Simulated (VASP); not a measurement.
# W: single point with r2SCAN

W:

```
W
1.0
    -1.58418    1.58418    1.58418
     1.58418   -1.58418    1.58418
     1.58418    1.58418   -1.58418
W
1
Cartesian
  0.0000 0.0000 0.0000
```

```
Program             : VASP 6.6.1
Task                : single point
Functional          : r2SCAN
Potentials or basis : VASP PAW PBE potentials, release 64 (W_sv)
Cutoff              : 520 eV
k mesh              : 16 × 16 × 16
Occupations         : gaussian, width 0.15 eV
Spin                : no spin polarisation
```

The pressure is 1.3 GPa and the band gap on the k mesh is zero (band 7 reaches 16.56 eV, above the bottom of band 8 at 9.97 eV).

Levels at points of the mesh, in eV from the Fermi level:
| k point | band 4 | band 5 | band 6 | band 7 | band 8 | band 9 | band 10 | band 11 |
| --- | --- | --- | --- | --- | --- | --- | --- | --- |
| (0.00, 0.00, 0.00) | -39.01 | -10.13 | -1.30 | -1.30 | -1.30 | 2.53 | 2.53 | 15.23 |
| (0.50, 0.00, 0.00) | -39.02 | -6.56 | -3.76 | 0.49 | 2.37 | 3.42 | 6.29 | 11.59 |
| (0.50, 0.50, 0.50) | -39.95 | -6.02 | -6.02 | 5.29 | 5.29 | 5.29 | 8.50 | 8.50 |

It took 98 s on 1 thread of Intel(R) Xeon(R) Platinum 8488C (Sapphire Rapids) (shared host), peak memory 0.15 GiB.

Caveat: the PAW data sets were made with another functional, which shifts forces and pressure a little; spin-orbit coupling is left out, which moves the levels of the heavy elements.
